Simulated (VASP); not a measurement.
BaCu3, 4 atoms in the cell. Symmetry: Pm-3m, No. 221, cubic system. Conventional cell: a = 4.448 Å, b = 4.448 Å, c = 4.448 Å, α = 90.00°, β = 90.00°, γ = 90.00°. Within 4.1 Å of Ba (site symmetry m-3m) lie 12 Cu at 3.15 Å. Within 4.1 Å of Cu (site symmetry 4/mmm) lie 4 Ba at 3.15 Å and 8 Cu at 3.15 Å. 

```yaml
Program: VASP 6.6.1
Task: relaxation of cell and atoms
Functional: PBE
Potentials_or_basis: VASP PAW PBE potentials, release 64 (Ba_sv, Cu)
Cutoff: 600 eV
k_mesh: 10 × 10 × 10
Occupations: gaussian, width 0.1 eV
Spin: no spin polarisation
Dipole_correction: no
Further_INCAR_settings: ALGO = Fast; EDIFF = 1e-06; IBRION = 2; EDIFFG = -0.01; NSW = 100; ISIF = 3
```

Potentials or basis: VASP PAW PBE potentials, release 64 (Ba_sv, Cu).

The run is started by

```console
$ cat potpaw_PBE.64/Ba_sv/POTCAR potpaw_PBE.64/Cu/POTCAR > POTCAR
$ mpirun -np 1 vasp_std > vasp.out
```

Hardware: 1 thread of Intel(R) Xeon(R) Platinum 8375C CPU @ 2.90GHz (Ice Lake), with other jobs on the host.

Estimate the wall time of this run.

It took 11 min on 1 thread of Intel(R) Xeon(R) Platinum 8375C CPU @ 2.90GHz (Ice Lake) (shared host), peak memory 0.32 GiB. Counts: scf iterations 78, k points 56, ion steps 7.
